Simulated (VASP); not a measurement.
Input of a VASP 6.6.1 run:

File INCAR:

```
SYSTEM = GaC18
ALGO = Normal ; EDIFF = 1E-6
ENCUT = 520 ; GGA = PE
ISIF = 2 ; ISMEAR = 0
ISPIN = 2 ; LASPH = .TRUE.
LCHARG = .FALSE. ; LORBIT = 11
LREAL = Auto ; LWAVE = .FALSE.
MAGMOM = 0 0 0 0 0 0 0 0 0 0 0 0 0 0 0 0 0 0 0 ; NBANDS = 62
NELM = 150 ; PREC = Accurate
SIGMA = 0.05
```

The input KPOINTS:

```
k-points
0
G
  2 2 1
  0 0 0
```

File POSCAR:

```
GaC18
1.0
    7.3980000000      0.0000000000      0.0000000000
   -3.6990000000      6.4068560000      0.0000000000
    0.0000000000      0.0000000000     11.0000000000
C Ga
18 1
Direct
   -0.0022048058     -0.0065482976      0.0900269091
    0.2194799908      0.1035590624      0.0897250000
   -0.0024187478      0.3256420934      0.0902315455
    0.2194397456      0.4370600806      0.0894875455
   -0.0016199767      0.6595659400      0.0910760000
    0.2201058986      0.7706911159      0.0902171818
    0.3307007105     -0.0074442129      0.0896468182
    0.5525111738      0.1028844725      0.0900456364
    0.3292205420      0.3251799322      0.0890505455
    0.5516053045      0.4361173405      0.0883320000
    0.3305450475      0.6592720361      0.0894783636
    0.5522054209      0.7711537453      0.0890247273
    0.6640881156     -0.0072252287      0.0897161818
    0.8863116423      0.1037771100      0.0896450000
    0.6639910976      0.3248824384      0.0903884545
    0.8869786282      0.4367647720      0.0910890909
    0.6636513913      0.6602138397      0.0883032727
    0.8872757529      0.7714520195      0.0903559091
    0.6986582659      0.5484982026      0.2905238182
```

Potentials or basis: VASP PAW PBE potentials, release 64 (C, Ga_d).

Launch:

```sh
$ cat potpaw_PBE.64/C/POTCAR potpaw_PBE.64/Ga_d/POTCAR > POTCAR
$ mpirun -np 1 vasp_std > vasp.out
```

Q: What does it give for the net moment?

A: 0.00 μB per cell.

Q: Predict the largest force.

A: 0.209 eV/Å.

Forces in eV/Å, atoms in the order of the input:
```
C   -0.008  0.008  0.001
C   -0.009  0.006 -0.006
C   -0.004 -0.001  0.010
C   -0.004  0.000 -0.014
C   -0.012 -0.004  0.012
C   -0.015 -0.005  0.010
C   -0.013 -0.005  0.003
C   -0.013  0.002 -0.001
C   -0.010  0.000 -0.017
C   -0.015  0.001 -0.002
C   -0.018  0.001 -0.014
C   -0.007 -0.003 -0.015
C   -0.011  0.000 -0.006
C   -0.006  0.003  0.006
C   -0.016 -0.009  0.007
C   -0.011 -0.001  0.019
C   -0.019  0.007 -0.003
C   -0.016  0.000  0.012
Ga   0.209 -0.001  0.000
```

Caveat: the k points lie up to 0.49 Å⁻¹ apart.
